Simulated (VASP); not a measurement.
# SnSe2 in VASP: relaxation of the atoms with PBE+D3(BJ)

Aim: the relaxation of the atoms of SnSe2 with PBE+D3(BJ).

Program: VASP 6.6.1. These are calculated values, not measurements. Logs are shortened: lines on timing, memory, paths and dates and some standing lists are left out, and cuts for length are marked.

### Step 1. The cell of the first run

The cell holds a sheet with vacuum, 3 atoms: a = 3.811 Å, b = 3.811 Å, c = 21.100 Å, α = 90.00°, β = 90.00°, γ = 120.00°.

### Step 2. Relaxation of the atoms, PBE+D3(BJ)

File INCAR:

```
SYSTEM = SnSe2
ALGO     = Normal         ! electronic algorithm
DIPOL    = 0.5 0.5 0.500
EDIFF    = 1E-6           ! SCF threshold, eV
EDIFFG   = -0.01          ! ionic threshold
ENCUT    = 520            ! plane-wave cutoff, eV
GGA      = PE             ! functional
IBRION   = 2              ! ionic algorithm
IDIPOL   = 3            
ISIF     = 2              ! what is computed and relaxed
ISMEAR   = 0              ! smearing method
IVDW     = 12             ! dispersion correction
LASPH    = .True.         ! aspherical terms in the spheres
LCHARG   = .False.        ! write CHGCAR
LDIPOL   = .True.       
LREAL    = .False.        ! projectors in reciprocal space
LWAVE    = .False.        ! write WAVECAR
NELM     = 80             ! most SCF steps
NSW      = 100            ! ionic steps
PREC     = Accurate       ! precision mode
SIGMA    = 0.02           ! smearing width, eV
```

File KPOINTS:

```
k-points
0
Gamma
  12 12 1
  0 0 0
```

File POSCAR:

```
SnSe2
1.0
    3.8110000000      0.0000000000      0.0000000000
   -1.9055000000      3.3004228138      0.0000000000
    0.0000000000      0.0000000000     21.1000000000
Se Sn
2 1
Direct
    0.6666666667      0.3333333333      0.4265402844
    0.3333333333      0.6666666667      0.5734597156
    0.0000000000      0.0000000000      0.5000000000
```

Potentials or basis: VASP PAW PBE potentials, release 64 (Se, Sn_d).

The run is started by

```bash
> cat potpaw_PBE.64/Se/POTCAR potpaw_PBE.64/Sn_d/POTCAR > POTCAR
> mpirun -np 1 vasp_std > vasp.out
```

OUTCAR:

```text
SYSTEM = SnSe2
   EDIFF = 1E-6
   EDIFFG = -0.01
   ENCUT = 520
   GGA = PE
   IBRION = 2
   ISIF = 2
   ISMEAR = 0
   IVDW = 12
   LASPH = .True.
   LREAL = .False.
   NELM = 80
   NSW = 100
   PREC = Accurate
 IVDW          = 12

 ion  position               nearest neighbor table
   1  0.667  0.333  0.427-   3 2.69   3 2.69   3 2.69
   2  0.333  0.667  0.573-   3 2.69   3 2.69   3 2.69
   3  0.000  0.000  0.500-   1 2.69   2 2.69   2 2.69   1 2.69   1 2.69   2 2.69

  LATTYP: Found a hexagonal cell.
 ALAT       =     3.8110000000
 C/A-ratio  =     5.5366045657

  Lattice vectors:

 A1 = (   3.8110000000,   0.0000000000,   0.0000000000)
 A2 = (  -1.9055000000,   3.3004228138,   0.0000000000)
 A3 = (   0.0000000000,   0.0000000000,  21.1000000000)

Analysis of symmetry for initial positions (statically):
=====================================================================
 Subroutine PRICEL returns:
 Original cell was already a primitive cell.

 Routine SETGRP: Setting up the symmetry group for a
 hexagonal supercell.

 Subroutine GETGRP returns: Found 12 space group operations
 (whereof 12 operations were pure point group operations)
 out of a pool of 24 trial point group operations.

The static configuration has the point symmetry D_3d.

Analysis of symmetry for dynamics (positions and initial velocities):
=====================================================================
 Subroutine PRICEL returns:
 Original cell was already a primitive cell.

 Routine SETGRP: Setting up the symmetry group for a
 hexagonal supercell.

 Subroutine GETGRP returns: Found 12 space group operations
 (whereof 12 operations were pure point group operations)
 out of a pool of 24 trial point group operations.

The dynamic configuration has the point symmetry D_3d.

 Subroutine INISYM returns: Found 12 space group operations
 (whereof 12 operations are pure point group operations),
 and found     1 'primitive' translations

----------------------------------------------------------------------------------------

                                     Primitive cell

  volume of cell :     265.3939

  direct lattice vectors                    reciprocal lattice vectors
     3.811000000  0.000000000  0.000000000     0.262398321  0.151495741  0.000000000
    -1.905500000  3.300422814  0.000000000     0.000000000  0.302991482  0.000000000
     0.000000000  0.000000000 21.100000000     0.000000000  0.000000000  0.047393365

  length of vectors
[... 85 lines left out ...]
   ISYM   =      2    0-nonsym 1-usesym 2-fastsym
   POTIM  = 0.5000    time-step for ionic-motion
   TEBEG  =    0.0;   TEEND  =   0.0 temperature during run
   PSTRESS=    0.0 pullay stress
   NELECT =      26.0000    total number of electrons
   NUPDOWN=      -1.0000    fix difference up-down
   EMIN   =  10.00;   EMAX   =-10.00  energy-range for DOS
   EFERMI =   0.00;   METHOD = LEGACY
   ISMEAR =     0;   SIGMA  =   0.02  broadening in eV -4-tet -1-fermi 0-gaus
   EFERMI_NEDOS =   21; number of points for ismear=-14 and -15
   IALGO  =     38    algorithm
   IMIX   =      4    mixing-type and parameters
     AMIX     =   0.40;   BMIX     =  1.00
     AMIX_MAG =   1.60;   BMIX_MAG =  1.00
  volume/ion in A,a.u.               =      88.46       596.99
  Fermi-wavevector in a.u.,A,eV,Ry     =   0.754691  1.426158  7.749306  0.569558
  Thomas-Fermi vector in A             =   1.852415
   LORBIT       =      0    0 simple, 1 ext, 2 COOP (PROOUT), +10 PAW based schemes
   GGA     = PE    functional components
   LHFCALC =     F    Hartree Fock is set to
   AEXX    =    0.0000 exact exchange contribution
   IVDW    =    12    specifies the selected vdW correction
   LEPSILON=     F    determine dielectric tensor
   LRPA    =     F    only Hartree local field effects (RPA)
 conjugate gradient relaxation of ions
 non-spin polarized calculation
 Gauss-broadening in eV      SIGMA  =   0.02
  energy-cutoff  :      520.00
  volume of cell :      265.39
 maximum number of plane-waves:      7185
   NGX = 15   NGY = 15   NGZ = 79

--------------------------------------- Ionic step        1  -------------------------------------------

 number of electron      25.9999998 magnetization

 Free energy of the ion-electron system (eV)
  ---------------------------------------------------
  ext. energy  EPLUGINS =         0.00000000
  ---------------------------------------------------
  free energy    TOTEN  =       -11.80826197 eV

  energy without entropy =      -11.80826197  energy(sigma->0) =      -11.80826197

------------------------ aborting loop because EDIFF is reached ----------------------------------------

 Edisp (eV)   -0.77194

 E8    (eV) :    -0.3602
[... 108 lines left out ...]
  FREE ENERGIE OF THE ION-ELECTRON SYSTEM (eV)
  ---------------------------------------------------
  free  energy   TOTEN  =       -12.6117996956 eV

  energy  without entropy=      -12.6117996956  energy(sigma->0) =      -12.61179970

 dipolmoment           0.000000      0.000000      0.000000 electrons x Angstroem

--------------------------------------- Ionic step        4  -------------------------------------------

 number of electron      25.9999998 magnetization

 dipolmoment           0.000000      0.000000     -0.000000 electrons x Angstroem

 Free energy of the ion-electron system (eV)
  ---------------------------------------------------
  ext. energy  EPLUGINS =         0.00000000
  ---------------------------------------------------
  free energy    TOTEN  =       -11.84901032 eV

  energy without entropy =      -11.84901032  energy(sigma->0) =      -11.84901032

 E-fermi :  -2.8759     XC(G=0):  -3.2802

 val. band max:       -3.0125475555   @ k =   0.0833   0.0000   0.0000
 cond. band min:      -2.2589895990   @ k =   0.5000   0.0000   0.0000
 fundamental gap:      0.7535579564
 Fermi energy:        -2.8759193466

 k-point     1 :       0.0000    0.0000    0.0000
  band No.  band energies     occupation
      1     -24.1956      2.00000
      2     -24.1956      2.00000
      3     -24.1541      2.00000
      4     -24.1447      2.00000
      5     -24.1447      2.00000
      6     -16.5663      2.00000
[... 359 lines left out ...]
      6     -14.6696      2.00000
[... 9 lines left out ...]
     16       2.1448      0.00000
     17       3.5576      0.00000

------------------------ aborting loop because EDIFF is reached ----------------------------------------

 vacuum level on the upper side and lower side of the slab       (xc-potential included)        -0.048        -0.048

 Edisp (eV)   -0.76282

 E8    (eV) :    -0.3558

  FORCE on cell =-STRESS in cart. coord.  units (eV):
  Direction    XX          YY          ZZ          XY          YZ          ZX
  --------------------------------------------------------------------------------------
  -------------------------------------------------------------------------------------
  Total       0.22458     0.22458    -0.01484     0.00000    -0.00000     0.00000
  in kB       1.35578     1.35578    -0.08957     0.00000    -0.00000     0.00000
  external pressure =        0.87 kB  Pullay stress =        0.00 kB
[... 18 lines left out ...]
  FREE ENERGIE OF THE ION-ELECTRON SYSTEM (eV)
  ---------------------------------------------------
  free  energy   TOTEN  =       -12.6118302983 eV

  energy  without entropy=      -12.6118302983  energy(sigma->0) =      -12.61183030

 reached required accuracy - stopping structural energy minimisation

 vacuum level on the upper side and lower side of the slab         2.838         2.838
```

CONTCAR:

```text
SnSe2
   1.00000000000000
     3.8109999999999999    0.0000000000000000    0.0000000000000000
    -1.9055000000000000    3.3004228138000000    0.0000000000000000
     0.0000000000000000    0.0000000000000000   21.1000000000000014
  Se              Sn
     2     1
Direct
     0.6666666667000030    0.3333333332999970    0.4238708620490730
     0.3333333332999970    0.6666666667000030    0.5761291379509269
     0.0000000000000000    0.0000000000000000    0.5000000000000000

  0.00000000E+00  0.00000000E+00  0.00000000E+00
  0.00000000E+00  0.00000000E+00  0.00000000E+00
  0.00000000E+00  0.00000000E+00  0.00000000E+00
```

Run time: 6.4 min. Hardware: 1 thread of Intel Xeon 8259CL, shared host; peak memory 0.42 GiB.

Results:

```
Free energy                : -12.6118 eV
Energy gained by relaxing  : 10.5 meV/atom
Ionic steps                : 4
Band gap on the k mesh     : 0.75 eV (least direct gap 1.11 eV)
Dispersion energy per atom : -0.254 eV
```

The path:
| step | energy change (eV) | largest force (eV/Å) | pressure (GPa) |
| --- | --- | --- | --- |
| 1 | 0.0000 | 0.5700 | 0.75 |
| 2 | -0.0235 | 0.2864 | 0.42 |
| 3 | -0.0316 | 0.0118 | 0.08 |
| 4 | -0.0316 | 0.0001 | 0.09 |

Final structure:
```
Se Sn
1.0
     3.81100    0.00000    0.00000
    -1.90550    3.30042    0.00000
     0.00000    0.00000   21.10000
Se Sn
2 1
Direct
  0.66667 0.33333 0.42387
  0.33333 0.66667 0.57613
  0.00000 0.00000 0.50000
```

Caveat: spin-orbit coupling is left out, which moves the levels of the heavy elements.
